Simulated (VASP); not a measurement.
# Ta3Cu (I4/mmm) in VASP: a series of runs, part 2 of 2

VASP 6.6.1. Earlier steps stand in the parts before.

**4. Single point, r2SCAN**

This run uses another cell than the first one, of 16.28 Å³/atom.

Input file POSCAR:

```
Ta3Cu
1.0
   -1.9781256520      1.9781256520      4.1613731823
    1.9781256520     -1.9781256520      4.1613731823
    1.9781256520      1.9781256520     -4.1613731823
Ta Cu
3 1
Direct
    0.5000000000      0.5000000000      0.0000000000
    0.2500000000      0.7500000000      0.5000000000
    0.7500000000      0.2500000000      0.5000000000
    0.0000000000      0.0000000000      0.0000000000
```

Input file INCAR.step1:

```
  PREC = Accurate
  ENCUT = 520
  ISMEAR = -1
  SIGMA = 0.05
  LREAL = F
  LASPH = T
  NELM = 100
  NBANDS = 30
  GGA = PE
  ALGO = Normal
  EDIFF = 1E-4
  LWAVE = T
  LCHARG = F
```

Input file INCAR.step2:

```
  PREC = Accurate
  ENCUT = 520
  EDIFF = 1E-7
  ISMEAR = -1
  SIGMA = 0.05
  LREAL = F
  LASPH = T
  NELM = 100
  ALGO = Normal
  ISIF = 2
  LWAVE = F
  LCHARG = F
  METAGGA = R2SCAN
  LMIXTAU = T
  NBANDS = 30
  ISTART = 1
```

Input file KPOINTS:

```
regular mesh
0
Gamma
  9 9 9
```

Potentials or basis: VASP PAW PBE potentials, release 64 (Ta_pv, Cu).

Run with:

```
$ cat potpaw_PBE.64/Ta_pv/POTCAR potpaw_PBE.64/Cu/POTCAR > POTCAR
$ cp INCAR.step1 INCAR
$ mpirun -np 1 vasp_std > vasp.out
$ cp INCAR.step2 INCAR
$ mpirun -np 1 vasp_std > vasp.out
```

OUTCAR:

```text
PREC = Accurate
   ENCUT = 520
   EDIFF = 1E-7
   ISMEAR = -1
   LREAL = F
   LASPH = T
   NELM = 100
   ISIF = 2
   METAGGA = R2SCAN
   ISTART = 1

 ion  position               nearest neighbor table
   1  0.500  0.500  0.000-   4 2.80   4 2.80   4 2.80   4 2.80   2 2.87   2 2.87   3 2.87   3 2.87
                             3 2.87   2 2.87   3 2.87   2 2.87
   2  0.250  0.750  0.500-   3 2.80   3 2.80   3 2.80   3 2.80   4 2.87   4 2.87   1 2.87   1 2.87
                             4 2.87   1 2.87   4 2.87   1 2.87
   3  0.750  0.250  0.500-   2 2.80   2 2.80   2 2.80   2 2.80   1 2.87   1 2.87   4 2.87   4 2.87
                             4 2.87   1 2.87   4 2.87   1 2.87
   4  0.000  0.000  0.000-   1 2.80   1 2.80   1 2.80   1 2.80   3 2.87   3 2.87   2 2.87   2 2.87
                             3 2.87   2 2.87   3 2.87   2 2.87

  LATTYP: Found a body centered tetragonal cell.
 ALAT       =     3.9562513040
 C/A-ratio  =     2.1036950702

  Lattice vectors:

 A1 = (  -1.9781256520,   1.9781256520,   4.1613731823)
 A2 = (   1.9781256520,  -1.9781256520,   4.1613731823)
 A3 = (   1.9781256520,   1.9781256520,  -4.1613731823)

Analysis of symmetry for initial positions (statically):
=====================================================================
 Subroutine PRICEL returns:
 Original cell was already a primitive cell.

 Routine SETGRP: Setting up the symmetry group for a
 body centered tetragonal supercell.

 Subroutine GETGRP returns: Found 16 space group operations
 (whereof 16 operations were pure point group operations)
 out of a pool of 16 trial point group operations.

The static configuration has the point symmetry D_4h.

Analysis of symmetry for dynamics (positions and initial velocities):
=====================================================================
 Subroutine PRICEL returns:
 Original cell was already a primitive cell.

 Routine SETGRP: Setting up the symmetry group for a
 body centered tetragonal supercell.

 Subroutine GETGRP returns: Found 16 space group operations
 (whereof 16 operations were pure point group operations)
 out of a pool of 16 trial point group operations.

The dynamic configuration has the point symmetry D_4h.

 Subroutine INISYM returns: Found 16 space group operations
 (whereof 16 operations are pure point group operations),
 and found     1 'primitive' translations

----------------------------------------------------------------------------------------

                                     Primitive cell

  volume of cell :      65.1335

  direct lattice vectors                    reciprocal lattice vectors
    -1.978125652  1.978125652  4.161373182     0.000000000  0.252764530  0.120152646
     1.978125652 -1.978125652  4.161373182     0.252764530  0.000000000  0.120152646
     1.978125652  1.978125652 -4.161373182     0.252764530  0.252764530  0.000000000

  length of vectors
     5.014278508  5.014278508  5.014278508     0.279868837  0.279868837  0.357463026

  position of ions in fractional coordinates (direct lattice)
     0.500000000  0.500000000  0.000000000
     0.250000000  0.750000000  0.500000000
     0.750000000  0.250000000  0.500000000
[... 30 lines left out ...]
 Subroutine IBZKPT returns following result:
 ===========================================

 Found     75 irreducible k-points:

 Following reciprocal coordinates:
            Coordinates               Weight
  0.000000  0.000000  0.000000      1.000000
  0.111111  0.000000  0.000000      8.000000
  0.222222  0.000000 -0.000000      8.000000
  0.333333  0.000000  0.000000      8.000000
  0.444444  0.000000 -0.000000      8.000000
  0.111111  0.111111  0.000000      8.000000
[... 16 lines left out ...]
 -0.333333  0.333333  0.000000      4.000000
  0.444444  0.444444 -0.000000      8.000000
 [... further k-points ...]
   k-points           NKPTS =     75   k-points in BZ     NKDIM =     75   number of bands    NBANDS=     30
   number of dos      NEDOS =    301   number of ions     NIONS =      4
   total plane-waves  NPLWV =  64000
   dimension x,y,z NGX =    40 NGY =   40 NGZ =   40
   dimension x,y,z NGXF=    80 NGYF=   80 NGZF=   80
   ions per type =               3   1
   NGX,Y,Z   is equivalent  to a cutoff of  13.26, 13.26, 13.26 a.u.
   NGXF,Y,Z  is equivalent  to a cutoff of  26.52, 26.52, 26.52 a.u.
 SYSTEM =  unknown system
   PREC   = accura    normal or accurate (medium, high low for compatibility)
   ISTART =      1    job   : 0-new  1-cont  2-samecut
   ICHARG =      0    charge: 1-file 2-atom 10-const
   ISPIN  =      1    spin polarized calculation?
   LNONCOLLINEAR =      F non collinear calculations
   LSORBIT =      F    spin-orbit coupling
   LASPH  =      T    aspherical Exc in radial PAW
   ENCUT  =  520.0 eV  38.22 Ry    6.18 a.u.   9.32  9.32  9.32*2*pi/ulx,y,z
   NELM   =    100;   NELMIN=  2; NELMDL=  0     # of ELM steps
   EDIFF  = 0.1E-06   stopping-criterion for ELM
   LREAL  =      F    real-space projection
   EDIFFG = 0.1E-05   stopping-criterion for IOM
   NSW    =      0    number of steps for IOM
   IBRION =     -1    ionic relax: 0-MD 1-quasi-New 2-CG
   NFREE  =      0    steps in history (QN), initial steepest desc. (CG)
   ISIF   =      2    stress and relaxation
   ISYM   =      2    0-nonsym 1-usesym 2-fastsym
   POTIM  = 0.5000    time-step for ionic-motion
   TEBEG  =    0.0;   TEEND  =   0.0 temperature during run
   PSTRESS=    0.0 pullay stress
   NELECT =      44.0000    total number of electrons
   NUPDOWN=      -1.0000    fix difference up-down
   EMIN   =  10.00;   EMAX   =-10.00  energy-range for DOS
   EFERMI =   0.00;   METHOD = LEGACY
   ISMEAR =    -1;   SIGMA  =   0.05  broadening in eV -4-tet -1-fermi 0-gaus
   EFERMI_NEDOS =   21; number of points for ismear=-14 and -15
   IALGO  =     38    algorithm
   IMIX   =      4    mixing-type and parameters
     AMIX     =   0.40;   BMIX     =  1.00
     AMIX_MAG =   1.60;   BMIX_MAG =  1.00
  volume/ion in A,a.u.               =      16.28       109.89
  Fermi-wavevector in a.u.,A,eV,Ry     =   1.436451  2.714499 28.074159  2.063392
  Thomas-Fermi vector in A             =   2.555638
   LORBIT       =      0    0 simple, 1 ext, 2 COOP (PROOUT), +10 PAW based schemes
   METAGGA = R2SCAN    functional components
   LHFCALC =     F    Hartree Fock is set to
   AEXX    =    0.0000 exact exchange contribution
   IVDW    =     0    specifies the selected vdW correction
   LEPSILON=     F    determine dielectric tensor
   LRPA    =     F    only Hartree local field effects (RPA)
 non-spin polarized calculation
  energy-cutoff  :      520.00
  volume of cell :       65.13
 maximum number of plane-waves:      1788
 NGX is ok and might be reduce to    40
   NGX = 19   NGY = 19   NGZ = 19

 number of electron      44.0000009 magnetization

 Free energy of the ion-electron system (eV)
  ---------------------------------------------------
  ext. energy  EPLUGINS =         0.00000000
  ---------------------------------------------------
  free energy    TOTEN  =      -155.86945288 eV

  energy without entropy =     -155.84151829  energy(sigma->0) =     -155.85548559

 E-fermi :   6.2143     XC(G=0): -13.8412

 val. band max:        6.2111100529   @ k =   0.2222   0.1111   0.1111
 cond. band min:       6.2162501676   @ k =  -0.4444   0.4444   0.2222
 fundamental gap:      0.0051401147
 Fermi energy:         6.2142775382

 k-point     1 :       0.0000    0.0000    0.0000
  band No.  band energies     occupation
      1     -29.6307      2.00000
      2     -29.4588      2.00000
      3     -29.4588      2.00000
      4     -29.1823      2.00000
      5     -29.1823      2.00000
      6     -29.0053      2.00000
[... 781 lines left out ...]
     29      10.6200      0.00000
     30      10.6894      0.00000

 [... further k-points ...]

------------------------ aborting loop because EDIFF is reached ----------------------------------------

  FORCE on cell =-STRESS in cart. coord.  units (eV):
  Direction    XX          YY          ZZ          XY          YZ          ZX
  --------------------------------------------------------------------------------------
  -------------------------------------------------------------------------------------
  Total        2.3408582      2.3408582      2.2952620      0.0000000     -0.0000000     -0.0000000
  in kB       57.5812754     57.5812754     56.4596843      0.0000000     -0.0000000     -0.0000000
  external PRESSURE =      57.2074117 kB  Pullay stress =       0.0000000 kB

 VOLUME and BASIS-vectors are now :
 -----------------------------------------------------------------------------
  energy-cutoff  :      520.00
  volume of cell :       65.13
      direct lattice vectors                 reciprocal lattice vectors
    -1.978125652  1.978125652  4.161373182     0.000000000  0.252764530  0.120152646
     1.978125652 -1.978125652  4.161373182     0.252764530  0.000000000  0.120152646
     1.978125652  1.978125652 -4.161373182     0.252764530  0.252764530  0.000000000

 POSITION                                       TOTAL-FORCE (eV/Angst)
 -----------------------------------------------------------------------------------
      0.00000      0.00000      4.16137        -0.000000     -0.000000      0.000000
      1.97813      0.00000      2.08069         0.000000     -0.000000      0.000000
      0.00000      1.97813      2.08069        -0.000000      0.000000     -0.000000
      0.00000      0.00000      0.00000        -0.000000     -0.000000      0.000000
 -----------------------------------------------------------------------------------
    total drift:                               -0.000000     -0.000000      0.000000

  FREE ENERGIE OF THE ION-ELECTRON SYSTEM (eV)
  ---------------------------------------------------
  free  energy   TOTEN  =      -155.8694528813 eV

  energy  without entropy=     -155.8415182930  energy(sigma->0) =     -155.85548559
```

Run time: 8.7 min. Hardware: 1 thread of Intel Xeon 6975P-C (Granite Rapids), shared host; peak memory 0.34 GiB.

What came out:

* Free energy: -155.8695 eV
* Pressure: 5.7 GPa
* Band gap on the k mesh: zero (bands 22 and 23 overlap by 1.46 eV)

Stress tensor (GPa, compression positive):
```
5.76 0.00 0.00
0.00 5.76 0.00
0.00 0.00 5.65
```

Caveat: the cell stands under pressure; the PAW data sets were made with another functional, which shifts forces and pressure a little; spin-orbit coupling is left out, which moves the levels of the heavy elements.

**5. Single point, PBEsol**

This run uses another cell than the first one, of 16.36 Å³/atom.

Input file INCAR:

```
SYSTEM = Ta3Cu
PREC = Accurate ; ENCUT = 520
EDIFF = 1E-6 ; ISMEAR = -1
SIGMA = 0.05 ; LREAL = .FALSE.
LASPH = .TRUE. ; NELM = 60
ALGO = Fast ; ISIF = 2
LWAVE = .FALSE. ; LCHARG = .TRUE.
GGA = PS ; LELF = .TRUE.
LVHAR = .TRUE. ; NBANDS = 30
```

Input file KPOINTS:

```
regular mesh
0
G
  7 7 7
  0 0 0
```

Input file POSCAR:

```
Ta3Cu
1.0
   -1.9890097311      1.9890097311      4.1348646468
    1.9890097311     -1.9890097311      4.1348646468
    1.9890097311      1.9890097311     -4.1348646468
Ta Cu
3 1
Direct
    0.5000000000      0.5000000000      0.0000000000
    0.2500000000      0.7500000000      0.5000000000
    0.7500000000      0.2500000000      0.5000000000
    0.0000000000      0.0000000000      0.0000000000
```

Run with:

```
$ cat potpaw_PBE.64/Ta_pv/POTCAR potpaw_PBE.64/Cu/POTCAR > POTCAR
$ mpirun -np 1 vasp_std > vasp.out
```

Run time: 85 s. Hardware: 1 thread of Intel Xeon 6975P-C (Granite Rapids), shared host; peak memory 0.28 GiB.

Results (log left out):

```
Free energy            : -41.2999 eV
Pressure               : 0.2 GPa
Band gap on the k mesh : zero (bands 22 and 23 overlap by 0.95 eV)
```

Stress tensor (GPa, compression positive):
```
0.30 0.00 0.00
0.00 0.30 0.00
0.00 0.00 0.11
```

Levels at points of the mesh, in eV from the Fermi level:
| k point | band 18 | band 19 | band 20 | band 21 | band 22 | band 23 | band 24 | band 25 | band 26 | band 27 |
| --- | --- | --- | --- | --- | --- | --- | --- | --- | --- | --- |
| (0.00, 0.00, 0.00) | -1.94 | -1.72 | -1.72 | -0.20 | -0.20 | 0.07 | 2.27 | 2.37 | 2.62 | 2.90 |

Caveat: the PAW data sets were made with another functional, which shifts forces and pressure a little; spin-orbit coupling is left out, which moves the levels of the heavy elements.

**6. The runs side by side**

```csv
level,cell,k mesh,gap on the mesh (eV),pressure (GPa)
r2SCAN,"a = 4.902 Å, angles 133.4, 133.4, 68.0°, 4 atoms",9 × 9 × 9,none,20.9
r2SCAN,"a = 4.974 Å, angles 133.5, 133.5, 67.9°, 4 atoms",9 × 9 × 9,none,10.8
r2SCAN,"a = 5.014 Å, angles 133.5, 133.5, 67.8°, 4 atoms",9 × 9 × 9,none,5.7
PBEsol,"a = 5.001 Å, angles 133.1, 133.1, 68.5°, 4 atoms",7 × 7 × 7,none,0.2
```

Alike in all rows: task single point; potentials or basis VASP PAW PBE potentials, release 64 (Ta_pv, Cu); no spin polarisation; cutoff (eV) 520; smearing fermi-dirac 0.05 eV.

Caveats: the PAW data sets were made with another functional, which shifts forces and pressure a little; spin-orbit coupling is left out, which moves the levels of the heavy elements; the cell stands under pressure (at least some runs).

Absolute energies hang on the potentials; compare differences alone.
